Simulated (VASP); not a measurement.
## Lu6ReO12: single point with PBE

The system is Lu6ReO12.

```
CELL_PARAMETERS angstrom
4.84588 2.79777 3.05929
-4.84588 2.79777 3.05929
0.00000 -5.59554 3.05929
ATOMIC_POSITIONS crystal
Lu 0.60946 0.14363 0.31838
Lu 0.31838 0.60946 0.14363
Lu 0.14363 0.31838 0.60946
Lu 0.39054 0.85637 0.68162
Lu 0.68162 0.39054 0.85637
Lu 0.85637 0.68162 0.39054
Re 0.00000 0.00000 0.00000
O 0.29687 0.96148 0.08082
O 0.08082 0.29687 0.96148
O 0.96148 0.08082 0.29687
O 0.70313 0.03852 0.91918
O 0.91918 0.70313 0.03852
O 0.03852 0.91918 0.70313
O 0.82262 0.41074 0.57168
O 0.57168 0.82262 0.41074
O 0.41074 0.57168 0.82262
O 0.17738 0.58926 0.42832
O 0.42832 0.17738 0.58926
O 0.58926 0.42832 0.17738
```

* Program: VASP 6.6.1
* Task: single point
* Functional: PBE
* Potentials or basis: VASP PAW PBE potentials, release 64 (Lu, Re, O)
* Cutoff: 520 eV
* k mesh: 4 × 4 × 4
* Occupations: gaussian, width 0.05 eV
* Spin: no spin polarisation

```yaml
Pressure: 1.5 GPa
Largest_force: 0.262 eV/Å
Band_gap_on_the_k_mesh: zero (an odd number of electrons rules out a gap without spin polarisation)
```

Forces on the atoms (eV/Å):
```
Lu   0.050  0.044 -0.036
Lu  -0.063  0.021 -0.036
Lu   0.014 -0.065 -0.036
Lu  -0.050 -0.044  0.036
Lu   0.063 -0.021  0.036
Lu  -0.014  0.065  0.036
Re   0.000  0.000  0.000
O    0.147  0.038  0.213
O   -0.107  0.108  0.213
O   -0.040 -0.146  0.213
O   -0.147 -0.038 -0.213
O    0.107 -0.108 -0.213
O    0.040  0.146 -0.213
O   -0.023  0.012  0.008
O    0.002 -0.026  0.008
O    0.022  0.014  0.008
O    0.023 -0.012 -0.008
O   -0.002  0.026 -0.008
O   -0.022 -0.014 -0.008
```

Stress tensor (GPa, compression positive):
```
1.42 0.00 0.00
0.00 1.42 0.00
0.00 0.00 1.71
```

Levels at points of the mesh, in eV from the Fermi level:
| k point | band 110 | band 111 | band 112 | band 113 | band 114 | band 115 | band 116 | band 117 | band 118 | band 119 |
| --- | --- | --- | --- | --- | --- | --- | --- | --- | --- | --- |
| (0.00, 0.00, 0.00) | -2.51 | -2.51 | -2.11 | -2.00 | -2.00 | 0.03 | 0.03 | 0.08 | 2.61 | 3.28 |
| (0.50, 0.00, 0.00) | -2.63 | -2.48 | -2.30 | -2.20 | -2.13 | -0.04 | 0.09 | 0.25 | 3.42 | 3.56 |
| (0.50, 0.50, 0.00) | -2.56 | -2.56 | -2.42 | -2.06 | -2.05 | -0.09 | 0.11 | 0.27 | 3.50 | 3.57 |
| (0.50, 0.50, 0.50) | -2.56 | -2.56 | -2.35 | -2.22 | -2.22 | 0.02 | 0.09 | 0.09 | 3.06 | 3.65 |

Run time: 29 min on 1 thread of AMD EPYC 7R43 64-Core Processor (Zen 3), on a shared host, peak memory 0.46 GiB.

Caveat: spin-orbit coupling is left out, which moves the levels of the heavy elements; an odd number of electrons without spin polarisation forces a metal; a magnetic or distorted state may lie lower.
